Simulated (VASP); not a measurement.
Here is a VASP 6.6.1 calculation.

File POSCAR:

```
PbO
1.0
    3.9871350059      0.0000000000      0.0000000000
    0.0000000000      3.9871350059      0.0000000000
    0.0000000000      0.0000000000      5.3217255011
Pb O
2 2
Direct
    0.0000000000      0.5000000000      0.2231760842
    0.5000000000      0.0000000000      0.7768239158
    0.0000000000      0.0000000000      0.0000000000
    0.5000000000      0.5000000000      0.0000000000
```

INCAR.step1

```
ALGO = Normal ; EDIFF = 1E-4
ENCUT = 520 ; GGA = PE
ISMEAR = 0 ; LASPH = True
LCHARG = False ; LREAL = False
LWAVE = True ; NBANDS = 28
NELM = 80 ; PREC = Accurate
SIGMA = 0.02
```

File INCAR.step2:

```
ALGO = Normal ; EDIFF = 1E-7
ENCUT = 520 ; ISIF = 2
ISMEAR = 0 ; ISTART = 1
LASPH = True ; LCHARG = True
LELF = True ; LMIXTAU = True
LREAL = False ; LVHAR = True
LWAVE = False ; METAGGA = R2SCAN
NBANDS = 28 ; NELM = 80
PREC = Accurate ; SIGMA = 0.02
```

File KPOINTS:

```
k-points
0
Gamma
  8 8 6
```

Potentials or basis: VASP PAW PBE potentials, release 64 (Pb_d, O).

Launch:

```bash
$ cat potpaw_PBE.64/Pb_d/POTCAR potpaw_PBE.64/O/POTCAR > POTCAR
$ cp INCAR.step1 INCAR
$ mpirun -np 1 vasp_std > vasp.out
$ cp INCAR.step2 INCAR
$ mpirun -np 1 vasp_std > vasp.out
```

Question: Estimate the pressure.

Answer: 0.5 GPa.

Question: What does it give for the band gap on the k mesh?

Answer: 1.83 eV (least direct gap 2.51 eV).

Stress tensor (GPa, compression positive):
```
0.54 0.00 0.00
0.00 0.54 0.00
0.00 0.00 0.39
```

Caveat: the PAW data sets were made with another functional, which shifts forces and pressure a little; spin-orbit coupling is left out, which moves the levels of the heavy elements. r2SCAN opens gaps a little over a GGA but as a rule still falls short of measured ones.
